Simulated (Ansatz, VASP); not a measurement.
Given: the input of a run of VASP 6.6.1 on Sn3Se.

Contents of INCAR:

```
SYSTEM = Sn3Se
ALGO     = Normal         ! electronic algorithm
EDIFF    = 1E-6           ! SCF threshold, eV
ENCUT    = 520            ! plane-wave cutoff, eV
ISIF     = 2              ! what is computed and relaxed
ISMEAR   = -1             ! smearing method
LASPH    = .TRUE.         ! aspherical terms in the spheres
LCHARG   = .FALSE.        ! write CHGCAR
LREAL    = .FALSE.        ! projectors in reciprocal space
LWAVE    = .FALSE.        ! write WAVECAR
NBANDS   = 32             ! bands
NELM     = 80             ! most SCF steps
PREC     = Accurate       ! precision mode
SIGMA    = 0.05           ! smearing width, eV
```

The input KPOINTS:

```
k-points
0
G
  6 6 6
  0 0 0
```

Contents of POSCAR:

```
Sn3Se
1.0
    4.6777916979      0.0000000000      0.0000000000
    0.0000000000      4.6777916979      0.0000000000
    0.0000000000      0.0000000000      4.6777916979
Sn Se
3 1
Direct
    0.5000000000      0.5000000000      0.0000000000
    0.5000000000      0.0000000000      0.5000000000
    0.0000000000      0.5000000000      0.5000000000
    0.0000000000      0.0000000000      0.0000000000
```

Potentials or basis: VASP PAW LDA potentials, release 64 (Sn_d, Se).

The run is started by

```bash
$ cat potpaw_LDA.64/Sn_d/POTCAR potpaw_LDA.64/Se/POTCAR > POTCAR
$ mpirun -np 1 vasp_std > vasp.out
```

Task: Set up the same calculation for Ansatz 0.2.0. Potentials there: Ansatz PAW.

Result: As run (the cutoff follows the program's own potentials):

The input input.yaml:

```yaml
crystal:
  lattice:
    - [4.6777916979, 0.0, 0.0]
    - [0.0, 4.6777916979, 0.0]
    - [0.0, 0.0, 4.6777916979]
  atoms:
    - { symbol: Sn, position: [0.5, 0.5, 0.0] }
    - { symbol: Sn, position: [0.5, 0.0, 0.5] }
    - { symbol: Sn, position: [0.0, 0.5, 0.5] }
    - { symbol: Se, position: [0.0, 0.0, 0.0] }
hamiltonian:
  xc: lda
  pseudopotentials: { kind: paw }
kpoints:
  mp_grid: { grid: [6, 6, 6] }
scf:
  occupations: { method: fermi_dirac, width: 0.05 }
output:
  forces: true
  stress: true
  eigenvalues: true
```

Potentials or basis: Ansatz PAW.

Command:

```bash
$ ansatz run input.yaml --threads 2 --pin off --max-ram 5632MiB --backend cpu --events-out ev --progress --plain --runs-dir out
```

Both were run:

|  | VASP | Ansatz | Ansatz less VASP |
| --- | --- | --- | --- |
| gap on the k mesh at the Fermi level (eV) | none | none | - |
| pressure (GPa) | -2.0 | -2.1 | -0.04 |

LDA's correlation is that of Perdew and Zunger in VASP and of Perdew and Wang (1992) in Ansatz. A gap of «none» marks a metal or a gap that the smearing closes. VASP's potentials hold 48 valence electrons a cell and Ansatz's 58, so a difference there can come from the potentials and not from the codes.
